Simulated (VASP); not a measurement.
# Si2Mo (MoSi2 type) (I4/mmm) in VASP: further runs

The runs below take Si2Mo (MoSi2 type) through single point, with PBE.

Everything below comes from runs of VASP 6.6.1. Logs are shortened: lines on timing, memory, paths and dates and some standing lists are left out, and cuts for length are marked.

**1. The cell of the first run**

Symmetry: I4/mmm, No. 139, tetragonal system. The conventional cell has a = 3.217 Å, b = 3.217 Å, c = 7.874 Å, α = 90.00°, β = 90.00°, γ = 90.00°. Within 3.5 Å of Mo (site symmetry 4/mmm) lie 10 Si at 2.62 to 2.64 Å and 4 Mo at 3.22 Å. Within 3.4 Å of Si (site symmetry 4mm) lie 9 Si at 2.60 to 3.22 Å and 5 Mo at 2.62 to 2.64 Å.

**2. Single point, PBE**

INCAR reads:

```
  PREC = Accurate
  ENCUT = 520
  EDIFF = 1E-6
  ISMEAR = -1
  SIGMA = 0.1
  LREAL = F
  LASPH = T
  NELM = 100
  ALGO = Normal
  ISIF = 2
  LWAVE = F
  LCHARG = F
  GGA = PE
  NBANDS = 18
```

KPOINTS reads:

```
Automatic mesh
0
Gamma
  14 14 14
```

POSCAR reads:

```
Si2Mo
1.0
   -1.6082792877      1.6082792877      3.9369996440
    1.6082792877     -1.6082792877      3.9369996440
    1.6082792877      1.6082792877     -3.9369996440
Mo Si
1 2
Direct
    0.0000000000      0.0000000000      0.0000000000
    0.3350544013      0.3350544013      0.0000000000
   -0.3350544013     -0.3350544013      0.0000000000
```

Potentials or basis: VASP PAW PBE potentials, release 64 (Mo_sv, Si).

Started as:

```sh
$ cat potpaw_PBE.64/Mo_sv/POTCAR potpaw_PBE.64/Si/POTCAR > POTCAR
$ mpirun -np 1 vasp_std > vasp.out
```

OUTCAR:

```text
PREC = Accurate
   ENCUT = 520
   EDIFF = 1E-6
   ISMEAR = -1
   LREAL = F
   LASPH = T
   NELM = 100
   ISIF = 2
   GGA = PE

 ion  position               nearest neighbor table
   1  0.000  0.000  0.000-   3 2.62   3 2.62   3 2.62   2 2.62   3 2.62   2 2.62   2 2.62   2 2.62
                             2 2.64   3 2.64
   2  0.335  0.335  0.000-   3 2.60   1 2.62   1 2.62   1 2.62   1 2.62   1 2.64   3 2.64   3 2.64
                             3 2.64   3 2.64
   3  0.665  0.665  0.000-   2 2.60   1 2.62   1 2.62   1 2.62   1 2.62   1 2.64   2 2.64   2 2.64
                             2 2.64   2 2.64

  LATTYP: Found a body centered tetragonal cell.
 ALAT       =     3.2165585754
 C/A-ratio  =     2.4479576863

  Lattice vectors:

 A1 = (  -1.6082792877,   1.6082792877,   3.9369996440)
 A2 = (   1.6082792877,  -1.6082792877,   3.9369996440)
 A3 = (   1.6082792877,   1.6082792877,  -3.9369996440)

Analysis of symmetry for initial positions (statically):
=====================================================================
 Subroutine PRICEL returns:
 Original cell was already a primitive cell.

 Routine SETGRP: Setting up the symmetry group for a
 body centered tetragonal supercell.

 Subroutine GETGRP returns: Found 16 space group operations
 (whereof 16 operations were pure point group operations)
 out of a pool of 16 trial point group operations.

The static configuration has the point symmetry D_4h.

Analysis of symmetry for dynamics (positions and initial velocities):
=====================================================================
 Subroutine PRICEL returns:
 Original cell was already a primitive cell.

 Routine SETGRP: Setting up the symmetry group for a
 body centered tetragonal supercell.

 Subroutine GETGRP returns: Found 16 space group operations
 (whereof 16 operations were pure point group operations)
 out of a pool of 16 trial point group operations.

The dynamic configuration has the point symmetry D_4h.

 Subroutine INISYM returns: Found 16 space group operations
 (whereof 16 operations are pure point group operations),
 and found     1 'primitive' translations

----------------------------------------------------------------------------------------

                                     Primitive cell

  volume of cell :      40.7332

  direct lattice vectors                    reciprocal lattice vectors
    -1.608279288  1.608279288  3.936999644     0.000000000  0.310891276  0.127000265
     1.608279288 -1.608279288  3.936999644     0.310891276  0.000000000  0.127000265
     1.608279288  1.608279288 -3.936999644     0.310891276  0.310891276  0.000000000

  length of vectors
     4.546767064  4.546767064  4.546767064     0.335830989  0.335830989  0.439666659

  position of ions in fractional coordinates (direct lattice)
     0.000000000  0.000000000  0.000000000
     0.335054401  0.335054401  0.000000000
     0.664945599  0.664945599  0.000000000

  ion indices of the primitive-cell ions
   primitive index   ion index
                 1           1
                 2           2
                 3           3

----------------------------------------------------------------------------------------

 KPOINTS: Automatic mesh

Automatic generation of k-mesh.
 Grid dimensions read from file:
 generate k-points for:   14   14   14

 Generating k-lattice:

  Cartesian coordinates                     Fractional coordinates (reciprocal lattice)
     0.000000000  0.022206520  0.009071448     0.071428571  0.000000000  0.000000000
     0.022206520  0.000000000  0.009071448     0.000000000  0.071428571  0.000000000
     0.022206520  0.022206520  0.000000000     0.000000000  0.000000000  0.071428571

  Length of vectors
     0.023987928  0.023987928  0.031404761

  Shift w.r.t. Gamma in fractional coordinates (k-lattice)
     0.000000000  0.000000000  0.000000000

 Subroutine IBZKPT returns following result:
 ===========================================

 Found    244 irreducible k-points:

 Following reciprocal coordinates:
            Coordinates               Weight
  0.000000  0.000000  0.000000      1.000000
  0.071429  0.000000  0.000000      8.000000
  0.142857  0.000000 -0.000000      8.000000
  0.214286  0.000000 -0.000000      8.000000
  0.285714  0.000000  0.000000      8.000000
  0.357143  0.000000 -0.000000      8.000000
[... 16 lines left out ...]
  0.214286  0.142857  0.000000     16.000000
  0.285714  0.142857 -0.000000     16.000000
 [... further k-points ...]
   k-points           NKPTS =    244   k-points in BZ     NKDIM =    244   number of bands    NBANDS=     18
   number of dos      NEDOS =    301   number of ions     NIONS =      3
   total plane-waves  NPLWV =  46656
   dimension x,y,z NGX =    36 NGY =   36 NGZ =   36
   dimension x,y,z NGXF=    72 NGYF=   72 NGZF=   72
   ions per type =               1   2
   NGX,Y,Z   is equivalent  to a cutoff of  13.16, 13.16, 13.16 a.u.
   NGXF,Y,Z  is equivalent  to a cutoff of  26.33, 26.33, 26.33 a.u.
 SYSTEM =  unknown system
   PREC   = accura    normal or accurate (medium, high low for compatibility)
   ISTART =      0    job   : 0-new  1-cont  2-samecut
   ICHARG =      2    charge: 1-file 2-atom 10-const
   ISPIN  =      1    spin polarized calculation?
   LNONCOLLINEAR =      F non collinear calculations
   LSORBIT =      F    spin-orbit coupling
   LASPH  =      T    aspherical Exc in radial PAW
   ENCUT  =  520.0 eV  38.22 Ry    6.18 a.u.   8.45  8.45  8.45*2*pi/ulx,y,z
   NELM   =    100;   NELMIN=  2; NELMDL= -5     # of ELM steps
   EDIFF  = 0.1E-05   stopping-criterion for ELM
   LREAL  =      F    real-space projection
   EDIFFG = 0.1E-04   stopping-criterion for IOM
   NSW    =      0    number of steps for IOM
   IBRION =     -1    ionic relax: 0-MD 1-quasi-New 2-CG
   NFREE  =      0    steps in history (QN), initial steepest desc. (CG)
   ISIF   =      2    stress and relaxation
   ISYM   =      2    0-nonsym 1-usesym 2-fastsym
   POTIM  = 0.5000    time-step for ionic-motion
   TEBEG  =    0.0;   TEEND  =   0.0 temperature during run
   PSTRESS=    0.0 pullay stress
   NELECT =      22.0000    total number of electrons
   NUPDOWN=      -1.0000    fix difference up-down
   EMIN   =  10.00;   EMAX   =-10.00  energy-range for DOS
   EFERMI =   0.00;   METHOD = LEGACY
   ISMEAR =    -1;   SIGMA  =   0.10  broadening in eV -4-tet -1-fermi 0-gaus
   EFERMI_NEDOS =   21; number of points for ismear=-14 and -15
   IALGO  =     38    algorithm
   IMIX   =      4    mixing-type and parameters
     AMIX     =   0.40;   BMIX     =  1.00
     AMIX_MAG =   1.60;   BMIX_MAG =  1.00
  volume/ion in A,a.u.               =      13.58        91.63
  Fermi-wavevector in a.u.,A,eV,Ry     =   1.333213  2.519408 24.183779  1.777458
  Thomas-Fermi vector in A             =   2.462089
   LORBIT       =      0    0 simple, 1 ext, 2 COOP (PROOUT), +10 PAW based schemes
   GGA     = PE    functional components
   LHFCALC =     F    Hartree Fock is set to
   AEXX    =    0.0000 exact exchange contribution
   IVDW    =     0    specifies the selected vdW correction
   LEPSILON=     F    determine dielectric tensor
   LRPA    =     F    only Hartree local field effects (RPA)
 non-spin polarized calculation
  energy-cutoff  :      520.00
  volume of cell :       40.73
 maximum number of plane-waves:      1130
 NGX is ok and might be reduce to    36
   NGX = 17   NGY = 17   NGZ = 17

 number of electron      22.0000000 magnetization

 Free energy of the ion-electron system (eV)
  ---------------------------------------------------
  ext. energy  EPLUGINS =         0.00000000
  ---------------------------------------------------
  free energy    TOTEN  =       -23.26585413 eV

  energy without entropy =      -23.25547033  energy(sigma->0) =      -23.26066223

 E-fermi :  12.0686     XC(G=0): -12.3695

 val. band max:       11.9978219675   @ k =  -0.3571  -0.4286   0.3571
 cond. band min:      12.1156699463   @ k =  -0.4286  -0.4286   0.3571
 fundamental gap:      0.1178479787
 Fermi energy:        12.0685546930

 k-point     1 :       0.0000    0.0000    0.0000
  band No.  band energies     occupation
      1     -48.6630      2.00000
      2     -22.8051      2.00000
      3     -22.7369      2.00000
      4     -22.7369      2.00000
      5      -1.2494      2.00000
      6       5.7664      2.00000
[... 10 lines left out ...]
     17      17.1201      0.00000
     18      17.1201      0.00000

 k-point     2 :       0.0714    0.0000    0.0000
  band No.  band energies     occupation
      1     -48.6622      2.00000
      2     -22.8042      2.00000
      3     -22.7492      2.00000
      4     -22.7358      2.00000
      5      -1.1575      2.00000
      6       5.7690      2.00000
[... 10 lines left out ...]
     17      17.1859      0.00000
     18      17.6943      0.00000

 k-point     3 :       0.1429    0.0000   -0.0000
  band No.  band energies     occupation
      1     -48.6598      2.00000
      2     -22.8017      2.00000
      3     -22.7833      2.00000
      4     -22.7326      2.00000
      5      -0.8855      2.00000
      6       5.7449      2.00000
[... 10 lines left out ...]
     17      17.5836      0.00000
     18      18.8671      0.00000

 k-point     4 :       0.2143    0.0000   -0.0000
  band No.  band energies     occupation
      1     -48.6563      2.00000
      2     -22.8324      2.00000
      3     -22.7978      2.00000
      4     -22.7280      2.00000
      5      -0.4433      2.00000
      6       5.5728      2.00000
[... 10 lines left out ...]
     17      18.4249      0.00000
     18      20.2902      0.00000

 k-point     5 :       0.2857    0.0000    0.0000
  band No.  band energies     occupation
      1     -48.6525      2.00000
      2     -22.8863      2.00000
      3     -22.7937      2.00000
      4     -22.7229      2.00000
      5       0.1525      2.00000
      6       5.0962      2.00000
[... 10 lines left out ...]
     17      19.0575      0.00000
     18      20.9816      0.00000

 k-point     6 :       0.3571    0.0000   -0.0000
  band No.  band energies     occupation
      1     -48.6490      2.00000
      2     -22.9345      2.00000
      3     -22.7899      2.00000
      4     -22.7183      2.00000
      5       0.8795      2.00000
      6       4.3640      2.00000
[... 10 lines left out ...]
     17      18.8345      0.00000
     18      20.8094      0.00000

 k-point     7 :       0.4286    0.0000   -0.0000
  band No.  band energies     occupation
      1     -48.6466      2.00000
      2     -22.9675      2.00000
      3     -22.7873      2.00000
      4     -22.7151      2.00000
      5       1.7082      2.00000
      6       3.5053      2.00000
[... 10 lines left out ...]
     17      18.4821      0.00000
     18      19.6628      0.00000

 k-point     8 :       0.5000    0.0000    0.0000
  band No.  band energies     occupation
      1     -48.6457      2.00000
      2     -22.9793      2.00000
      3     -22.7863      2.00000
      4     -22.7140      2.00000
      5       2.5901      2.00000
      6       2.6098      2.00000
[... 10 lines left out ...]
     17      18.3556      0.00000
     18      19.1149      0.00000
[... 229 lines left out ...]
     17      18.0423      0.00000
     18      20.2764      0.00000

 k-point    20 :      -0.1429    0.0714    0.0000
  band No.  band energies     occupation
      1     -48.6590      2.00000
      2     -22.7997      2.00000
      3     -22.7820      2.00000
      4     -22.7446      2.00000
      5      -0.8488      2.00000
      6       6.0141      2.00000
[... 10 lines left out ...]
     17      17.6930      0.00000
     18      18.8901      0.00000

 k-point    21 :      -0.0714    0.0714    0.0000
  band No.  band energies     occupation
      1     -48.6613      2.00000
      2     -22.8027      2.00000
      3     -22.7488      2.00000
      4     -22.7471      2.00000
      5      -1.0931      2.00000
      6       5.9048      2.00000
[... 10 lines left out ...]
     17      17.4881      0.00000
     18      17.8175      0.00000

 k-point    22 :       0.1429    0.1429   -0.0000
  band No.  band energies     occupation
      1     -48.6565      2.00000
      2     -22.7999      2.00000
      3     -22.7809      2.00000
      4     -22.7759      2.00000
      5      -0.4350      2.00000
      6       5.3024      2.00000
[... 10 lines left out ...]
     17      18.7495      0.00000
     18      19.2759      0.00000

 k-point    23 :       0.2143    0.1429    0.0000
  band No.  band energies     occupation
      1     -48.6531      2.00000
      2     -22.8275      2.00000
      3     -22.7958      2.00000
      4     -22.7731      2.00000
      5       0.0327      2.00000
      6       5.0858      2.00000
[... 10 lines left out ...]
     17      18.7647      0.00000
     18      20.2870      0.00000

 k-point    24 :       0.2857    0.1429   -0.0000
  band No.  band energies     occupation
      1     -48.6493      2.00000
      2     -22.8805      2.00000
      3     -22.7914      2.00000
      4     -22.7675      2.00000
      5       0.6381      2.00000
      6       4.7635      2.00000
[... 10 lines left out ...]
     17      19.2913      0.00000
     18      20.3864      0.00000

 [... further k-points ...]
[... 5 lines left out ...]
  --------------------------------------------------------------------------------------
  -------------------------------------------------------------------------------------
  Total        0.0540563      0.0540563      0.0487081      0.0000000      0.0000000     -0.0000000
  in kB        2.1262222      2.1262222      1.9158605      0.0000000      0.0000000     -0.0000000
  external PRESSURE =       2.0561016 kB  Pullay stress =       0.0000000 kB

 VOLUME and BASIS-vectors are now :
 -----------------------------------------------------------------------------
  energy-cutoff  :      520.00
  volume of cell :       40.73
      direct lattice vectors                 reciprocal lattice vectors
    -1.608279288  1.608279288  3.936999644     0.000000000  0.310891276  0.127000265
     1.608279288 -1.608279288  3.936999644     0.310891276  0.000000000  0.127000265
     1.608279288  1.608279288 -3.936999644     0.310891276  0.310891276  0.000000000

 POSITION                                       TOTAL-FORCE (eV/Angst)
 -----------------------------------------------------------------------------------
      0.00000      0.00000      0.00000        -0.000000     -0.000000     -0.000000
      0.00000      0.00000      2.63822         0.000000      0.000000     -0.002304
      0.00000      0.00000      5.23578        -0.000000     -0.000000      0.002304
 -----------------------------------------------------------------------------------
    total drift:                               -0.000000     -0.000000      0.000000

  FREE ENERGIE OF THE ION-ELECTRON SYSTEM (eV)
  ---------------------------------------------------
  free  energy   TOTEN  =       -23.2658541290 eV

  energy  without entropy=      -23.2554703277  energy(sigma->0) =      -23.26066223
```

Wall time 10 min (1 thread of Intel Xeon 8259CL, shared host); peak memory 0.33 GiB.

Results:

- Free energy: -23.2659 eV
- Pressure: 0.2 GPa
- Band gap on the k mesh: zero (bands 11 and 12 overlap by 0.95 eV)

Forces on the atoms (eV/Å):
```
Mo   0.000  0.000  0.000
Si   0.000  0.000 -0.002
Si   0.000  0.000  0.002
```

[end of part 1 of 3]

The gap in the log of VASP goes by the Fermi energy; the results here count the filled bands.